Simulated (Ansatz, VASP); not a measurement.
## Two plane-wave programs on C

```
C
1.0
     2.45687    0.00000    0.00000
    -1.22843    2.12771    0.00000
     0.00000    0.00000   26.76364
C
2
Direct
  0.00000 0.00000 0.70436
  0.33333 0.66667 0.70488
```

Alike in both runs: task single point; functional PBEsol; dispersion D4; k mesh 15 × 15 × 1; occupations gaussian, width 0.04 eV; no spin polarisation.

```csv
,VASP,Ansatz
version,VASP 6.6.1,Ansatz 0.2.0
potentials or method,"VASP PAW PBE potentials, release 64 (C), cutoff 520 eV","scalar-relativistic, plane waves, PAW"
valence electrons in the cell,8,8
```

```csv
,VASP,Ansatz,Ansatz less VASP
gap on the k mesh at the Fermi level (eV),none,none,-
rms of the force components (eV/Å),0.136,0.136,+0.0007
```

VASP's potentials were made for PBE, not for PBEsol, and Ansatz warns of the same on its side. Atom by atom the forces differ by 0.001 eV/Å (rms over components). A gap of «none» marks a metal or a gap that the smearing closes. Ansatz's warnings: xc potential rough in thin density.
